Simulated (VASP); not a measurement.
# AgCl (P2_1/m) in VASP: single point with PBE

Aim: the single point of AgCl with PBE.

Program: VASP 6.6.1. These are calculated values, not measurements. Logs are shortened: lines on timing, memory, paths and dates and some standing lists are left out, and cuts for length are marked.

**1. The cell of the first run**

It takes space group P2_1/m (No. 11, monoclinic). The conventional cell has a = 3.969 Å, b = 3.968 Å, c = 11.231 Å, α = 90.00°, β = 92.07°, γ = 90.00°. Ag (site symmetry m) has 6 Cl at 2.81 to 2.83 Å and 2 Ag at 3.78 Å within 3.8 Å. Within 3.7 Å of Ag (site symmetry m) lie 6 Cl at 2.81 Å. Within 3.8 Å of Cl (site symmetry m) lie 6 Ag at 2.81 to 2.83 Å and 2 Cl at 3.79 Å. Cl (site symmetry m) has 6 Ag at 2.81 Å within 3.7 Å.

**2. Single point, PBE (the part above a cut slid along it)**

The input, INCAR:

```
  ALGO = Normal
  EDIFF = 1E-6
  ENCUT = 520
  GGA = PE
  ISIF = 2
  ISMEAR = 0
  LASPH = True
  LCHARG = False
  LREAL = False
  LWAVE = False
  NBANDS = 46
  NELM = 80
  PREC = Accurate
  SIGMA = 0.05
```

The input, KPOINTS:

```
k-points
0
Gamma
  7 7 3
```

The input, POSCAR:

```
AgCl
1.0
   -3.9643020236      0.0000000000     -0.1970743489
    0.0000000000     -3.9680551249      0.0000000000
   -4.1173332377      0.0000000000     11.0328522738
Ag Cl
4 4
Direct
   -0.0380217695      0.7500000000      0.8751935818
    0.4119782305      0.7500000000      0.3751935818
    0.1380217695      0.2500000000      0.1248064182
   -0.3119782305      0.2500000000      0.6248064182
   -0.5373152699      0.2500000000      0.8748551066
   -0.0873152699      0.2500000000      0.3748551066
    0.6373152699      0.7500000000      0.1251448934
    0.1873152699      0.7500000000      0.6251448934
```

Potentials or basis: VASP PAW PBE potentials, release 64 (Ag, Cl).

Command:

```sh
cat potpaw_PBE.64/Ag/POTCAR potpaw_PBE.64/Cl/POTCAR > POTCAR
mpirun -np 1 vasp_std > vasp.out
```

OUTCAR:

```text
EDIFF = 1E-6
   ENCUT = 520
   GGA = PE
   ISIF = 2
   ISMEAR = 0
   LASPH = True
   LREAL = False
   NELM = 80
   PREC = Accurate

 ion  position               nearest neighbor table
   1  0.962  0.750  0.875-   5 2.81   5 2.81   8 2.81   5 2.81   5 2.81   7 2.83
   2  0.412  0.750  0.375-   6 2.81   6 2.81   8 2.81   7 2.81   6 2.81   6 2.81
   3  0.138  0.250  0.125-   7 2.81   7 2.81   6 2.81   7 2.81   7 2.81   5 2.83
   4  0.688  0.250  0.625-   8 2.81   8 2.81   6 2.81   5 2.81   8 2.81   8 2.81
   5  0.463  0.250  0.875-   1 2.81   1 2.81   4 2.81   1 2.81   1 2.81   3 2.83
   6  0.913  0.250  0.375-   2 2.81   2 2.81   4 2.81   3 2.81   2 2.81   2 2.81
   7  0.637  0.750  0.125-   3 2.81   3 2.81   2 2.81   3 2.81   3 2.81   1 2.83
   8  0.187  0.750  0.625-   4 2.81   4 2.81   2 2.81   1 2.81   4 2.81   4 2.81

  LATTYP: Found a simple monoclinic cell.
 ALAT       =     3.9691975050
 B/A-ratio  =     0.9997121887
 C/A-ratio  =     2.8295314721
 COS(beta)  =    -0.0360373023

  Lattice vectors:

 A1 = (  -3.9643020236,   0.0000000000,  -0.1970743489)
 A2 = (   0.0000000000,  -3.9680551249,   0.0000000000)
 A3 = (  -0.1530312141,   0.0000000000,  11.2299266227)

Analysis of symmetry for initial positions (statically):
=====================================================================
 Subroutine PRICEL returns:
 Original cell was already a primitive cell.

 Routine SETGRP: Setting up the symmetry group for a
 simple monoclinic supercell.

 Subroutine GETGRP returns: Found  4 space group operations
 (whereof  1 operations were pure point group operations)
 out of a pool of  4 trial point group operations.

The static configuration has the point symmetry C_1 .
 The point group associated with its full space group is C_2h.

Analysis of symmetry for dynamics (positions and initial velocities):
=====================================================================
 Subroutine PRICEL returns:
 Original cell was already a primitive cell.

 Routine SETGRP: Setting up the symmetry group for a
 simple monoclinic supercell.

 Subroutine GETGRP returns: Found  4 space group operations
 (whereof  1 operations were pure point group operations)
 out of a pool of  4 trial point group operations.

The dynamic configuration has the point symmetry C_1 .
 The point group associated with its full space group is C_2h.

 Subroutine INISYM returns: Found  4 space group operations
 (whereof  1 operations are pure point group operations),
 and found     1 'primitive' translations

----------------------------------------------------------------------------------------

                                     Primitive cell

  volume of cell :     176.7728

  direct lattice vectors                    reciprocal lattice vectors
    -3.964302024  0.000000000 -0.197074349    -0.247656679  0.000000000 -0.092422617
     0.000000000 -3.968055125  0.000000000     0.000000000 -0.252012628  0.000000000
    -4.117333238  0.000000000 11.032852274    -0.004423768  0.000000000  0.088987494

  length of vectors
     3.969197505  3.968055125 11.776088582     0.264340255  0.252012628  0.089097384

  position of ions in fractional coordinates (direct lattice)
     0.961978231  0.750000000  0.875193582
     0.411978230  0.750000000  0.375193582
     0.138021769  0.250000000  0.124806418
     0.688021769  0.250000000  0.624806418
     0.462684730  0.250000000  0.874855107
     0.912684730  0.250000000  0.374855107
     0.637315270  0.750000000  0.125144893
     0.187315270  0.750000000  0.625144893

  ion indices of the primitive-cell ions
   primitive index   ion index
                 1           1
                 2           2
                 3           3
                 4           4
                 5           5
                 6           6
                 7           7
                 8           8

----------------------------------------------------------------------------------------

 KPOINTS: k-points

Automatic generation of k-mesh.
 Grid dimensions read from file:
 generate k-points for:    7    7    3

 Generating k-lattice:

  Cartesian coordinates                     Fractional coordinates (reciprocal lattice)
    -0.035379526  0.000000000 -0.013203231     0.142857143  0.000000000 -0.000000000
     0.000000000 -0.036001804  0.000000000     0.000000000  0.142857143  0.000000000
    -0.001474589  0.000000000  0.029662498     0.000000000  0.000000000  0.333333333

  Length of vectors
     0.037762894  0.036001804  0.029699128

  Shift w.r.t. Gamma in fractional coordinates (k-lattice)
     0.000000000  0.000000000  0.000000000

 Subroutine IBZKPT returns following result:
 ===========================================

 Found     44 irreducible k-points:

 Following reciprocal coordinates:
            Coordinates               Weight
  0.000000  0.000000  0.000000      1.000000
  0.142857  0.000000  0.000000      2.000000
  0.285714  0.000000  0.000000      2.000000
  0.428571  0.000000  0.000000      2.000000
  0.000000  0.142857  0.000000      2.000000
  0.142857  0.142857  0.000000      4.000000
[... 16 lines left out ...]
 -0.142857  0.000000  0.333333      2.000000
  0.000000  0.142857  0.333333      4.000000
 [... further k-points ...]
   k-points           NKPTS =     44   k-points in BZ     NKDIM =     44   number of bands    NBANDS=     46
   number of dos      NEDOS =    301   number of ions     NIONS =      8
   total plane-waves  NPLWV =  81000
   dimension x,y,z NGX =    30 NGY =   30 NGZ =   90
   dimension x,y,z NGXF=    60 NGYF=   60 NGZF=  180
   ions per type =               4   4
   NGX,Y,Z   is equivalent  to a cutoff of  12.57, 12.57, 12.71 a.u.
   NGXF,Y,Z  is equivalent  to a cutoff of  25.13, 25.14, 25.41 a.u.
 SYSTEM =  unknown system
   PREC   = accura    normal or accurate (medium, high low for compatibility)
   ISTART =      0    job   : 0-new  1-cont  2-samecut
   ICHARG =      2    charge: 1-file 2-atom 10-const
   ISPIN  =      1    spin polarized calculation?
   LNONCOLLINEAR =      F non collinear calculations
   LSORBIT =      F    spin-orbit coupling
   LASPH  =      T    aspherical Exc in radial PAW
   ENCUT  =  520.0 eV  38.22 Ry    6.18 a.u.   7.38  7.38 21.90*2*pi/ulx,y,z
   NELM   =     80;   NELMIN=  2; NELMDL= -5     # of ELM steps
   EDIFF  = 0.1E-05   stopping-criterion for ELM
   LREAL  =      F    real-space projection
   EDIFFG = 0.1E-04   stopping-criterion for IOM
   NSW    =      0    number of steps for IOM
   IBRION =     -1    ionic relax: 0-MD 1-quasi-New 2-CG
   NFREE  =      0    steps in history (QN), initial steepest desc. (CG)
   ISIF   =      2    stress and relaxation
   ISYM   =      2    0-nonsym 1-usesym 2-fastsym
   POTIM  = 0.5000    time-step for ionic-motion
   TEBEG  =    0.0;   TEEND  =   0.0 temperature during run
   PSTRESS=    0.0 pullay stress
   NELECT =      72.0000    total number of electrons
   NUPDOWN=      -1.0000    fix difference up-down
   EMIN   =  10.00;   EMAX   =-10.00  energy-range for DOS
   EFERMI =   0.00;   METHOD = LEGACY
   ISMEAR =     0;   SIGMA  =   0.05  broadening in eV -4-tet -1-fermi 0-gaus
   EFERMI_NEDOS =   21; number of points for ismear=-14 and -15
   IALGO  =     38    algorithm
   IMIX   =      4    mixing-type and parameters
     AMIX     =   0.40;   BMIX     =  1.00
     AMIX_MAG =   1.60;   BMIX_MAG =  1.00
  volume/ion in A,a.u.               =      22.10       149.12
  Fermi-wavevector in a.u.,A,eV,Ry     =   1.213521  2.293222 20.036380  1.472632
  Thomas-Fermi vector in A             =   2.348970
   LORBIT       =      0    0 simple, 1 ext, 2 COOP (PROOUT), +10 PAW based schemes
   GGA     = PE    functional components
   LHFCALC =     F    Hartree Fock is set to
   AEXX    =    0.0000 exact exchange contribution
   IVDW    =     0    specifies the selected vdW correction
   LEPSILON=     F    determine dielectric tensor
   LRPA    =     F    only Hartree local field effects (RPA)
 non-spin polarized calculation
 Gauss-broadening in eV      SIGMA  =   0.05
  energy-cutoff  :      520.00
  volume of cell :      176.77
 maximum number of plane-waves:      4813
 NGX is ok and might be reduce to    30
   NGX = 15   NGY = 15   NGZ = 43

 number of electron      71.9999999 magnetization

 Free energy of the ion-electron system (eV)
  ---------------------------------------------------
  ext. energy  EPLUGINS =         0.00000000
  ---------------------------------------------------
  free energy    TOTEN  =       -21.58795871 eV

  energy without entropy =      -21.58795871  energy(sigma->0) =      -21.58795871

 E-fermi :   3.5912     XC(G=0):  -9.7830

 val. band max:        3.3401705121   @ k =   0.0000   0.4286   0.0000
 cond. band min:       4.2764822534   @ k =   0.0000   0.0000   0.0000
 fundamental gap:      0.9363117413
 Fermi energy:         3.5912498569

 k-point     1 :       0.0000    0.0000    0.0000
  band No.  band energies     occupation
      1     -11.5350      2.00000
      2     -11.3065      2.00000
      3     -11.3031      2.00000
      4     -11.1142      2.00000
      5      -0.8180      2.00000
      6      -0.8151      2.00000
[... 38 lines left out ...]
     45      12.1966      0.00000
     46      12.2395      0.00000

 k-point     2 :       0.1429    0.0000    0.0000
  band No.  band energies     occupation
      1     -11.4839      2.00000
      2     -11.3102      2.00000
      3     -11.2408      2.00000
      4     -11.1053      2.00000
      5      -0.9464      2.00000
      6      -0.7505      2.00000
[... 38 lines left out ...]
     45      11.7753      0.00000
     46      12.0336      0.00000

 k-point     3 :       0.2857    0.0000    0.0000
  band No.  band energies     occupation
      1     -11.3562      2.00000
      2     -11.2560      2.00000
      3     -11.1626      2.00000
      4     -11.0924      2.00000
      5      -1.1920      2.00000
      6      -0.9293      2.00000
[... 1018 lines left out ...]
     45      12.0932      0.00000
     46      12.2378      0.00000

 k-point    24 :       0.0000    0.1429    0.3333
  band No.  band energies     occupation
      1     -11.4568      2.00000
      2     -11.3762      2.00000
      3     -11.1832      2.00000
      4     -11.1239      2.00000
      5      -0.9625      2.00000
      6      -0.7891      2.00000
[... 38 lines left out ...]
     45      11.6278      0.00000
     46      12.4184      0.00000

 [... further k-points ...]

------------------------ aborting loop because EDIFF is reached ----------------------------------------

  FORCE on cell =-STRESS in cart. coord.  units (eV):
  Direction    XX          YY          ZZ          XY          YZ          ZX
  --------------------------------------------------------------------------------------
  -------------------------------------------------------------------------------------
  Total       -0.2674340     -0.2211530     -0.2197599      0.0000000      0.0000000     -0.2540909
  in kB       -2.4238832     -2.0044167     -1.9917906      0.0000000      0.0000000     -2.3029489
  external PRESSURE =      -2.1400301 kB  Pullay stress =       0.0000000 kB

 VOLUME and BASIS-vectors are now :
 -----------------------------------------------------------------------------
  energy-cutoff  :      520.00
  volume of cell :      176.77
      direct lattice vectors                 reciprocal lattice vectors
    -3.964302024  0.000000000 -0.197074349    -0.247656679  0.000000000 -0.092422617
     0.000000000 -3.968055125  0.000000000     0.000000000 -0.252012628  0.000000000
    -4.117333238  0.000000000 11.032852274    -0.004423768  0.000000000  0.088987494

 POSITION                                       TOTAL-FORCE (eV/Angst)
 -----------------------------------------------------------------------------------
     -7.41704     -2.97604      9.46630        -0.000051      0.000000      0.024959
     -3.17800     -2.97604      4.05827        -0.001101      0.000000     -0.004184
     -1.06103     -0.99201      1.34977         0.000051     -0.000000     -0.024959
     -5.30006     -0.99201      6.75781         0.001101      0.000000      0.004184
     -5.43629     -0.99201      9.56096         0.083905      0.000000     -0.010528
     -5.16156     -0.99201      3.95585         0.000958      0.000000      0.004479
     -3.04177     -2.97604      1.25511        -0.083905     -0.000000      0.010528
     -3.31650     -2.97604      6.86022        -0.000958      0.000000     -0.004479
 -----------------------------------------------------------------------------------
    total drift:                                0.000000      0.000000      0.000000

  FREE ENERGIE OF THE ION-ELECTRON SYSTEM (eV)
  ---------------------------------------------------
  free  energy   TOTEN  =       -21.5879587146 eV

  energy  without entropy=      -21.5879587146  energy(sigma->0) =      -21.58795871
```

Run time: 5.7 min. Hardware: 1 thread of Intel Xeon Platinum 8375C at 2.90GHz (Ice Lake), shared host; peak memory 0.43 GiB.

Results:

- Free energy: -21.5880 eV
- Pressure: -0.2 GPa
- Largest force: 0.085 eV/Å
- Band gap on the k mesh: 0.94 eV (least direct gap 2.18 eV)

Forces on the atoms (eV/Å):
```
Ag   0.000  0.000  0.025
Ag  -0.001  0.000 -0.004
Ag   0.000  0.000 -0.025
Ag   0.001  0.000  0.004
Cl   0.084  0.000 -0.011
Cl   0.001  0.000  0.004
Cl  -0.084  0.000  0.011
Cl  -0.001  0.000 -0.004
```

Levels at points of the mesh, in eV from the valence-band top:
```csv
k point,band 34,band 35,band 36,band 37,band 38,band 39
"(0.00, 0.00, 0.00)",-1.62,-1.24,-1.24,0.94,2.50,3.32
```

Caveat: the cell differs from its parent crystal (the part above a cut slid along it).
